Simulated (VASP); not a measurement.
A run of VASP 6.6.1:

File INCAR:

```
SYSTEM = PbS
ALGO = Normal
EDIFF = 1E-7
ENCUT = 520
GGA = PE
ISIF = 2
ISMEAR = 0
ISYM = 0
LASPH = .True.
LCHARG = .False.
LREAL = Auto
LWAVE = .False.
NBANDS = 94
NELM = 100
PREC = Accurate
SIGMA = 0.1
```

KPOINTS

```
Automatic mesh
0
Gamma
  2 2 2
  0.5 0.5 0.5
```

POSCAR

```
PbS
1.0
    8.2277673600      0.0000000000      0.0000000000
    4.1138836800     -7.1316585300      0.0000000000
    4.1138836800      0.0000000000     -7.5599447400
Pb S
8 8
Direct
    0.7428500750      0.5010316600      0.5132681900
    0.7428500750      0.0010316600      0.5132681900
    0.2428500750      0.5010316600      0.5132681900
    0.2428500750      0.0010316600      0.5132681900
    0.4938817350      0.4989683400      0.0132681900
    0.4938817350      0.9989683400      0.0132681900
    0.9938817350      0.4989683400      0.0132681900
    0.9938817350      0.9989683400      0.0132681900
    0.5126613550      0.1671454800      0.3075318100
    0.5126613550      0.6671454800      0.3075318100
    0.0126613550      0.1671454800      0.3075318100
    0.0126613550      0.6671454800      0.3075318100
    0.4298068350      0.8328545200      0.8075318100
    0.4298068350      0.3328545200      0.8075318100
    0.9298068350      0.8328545200      0.8075318100
    0.9298068350      0.3328545200      0.8075318100
```

Potentials or basis: VASP PAW PBE potentials, release 64 (Pb_d, S).

Launch:

```sh
$ cat potpaw_PBE.64/Pb_d/POTCAR potpaw_PBE.64/S/POTCAR > POTCAR
$ mpirun -np 1 vasp_std > vasp.out
```

Hardware: 1 thread of Intel(R) Xeon(R) 6975P-C (Granite Rapids), with other jobs on the host.

Q: Estimate the wall time of this run.

A: Wall time 11 min on 1 thread of Intel(R) Xeon(R) 6975P-C (Granite Rapids) (shared host), peak memory 0.79 GiB. Counts: scf iterations 18, k points 16.
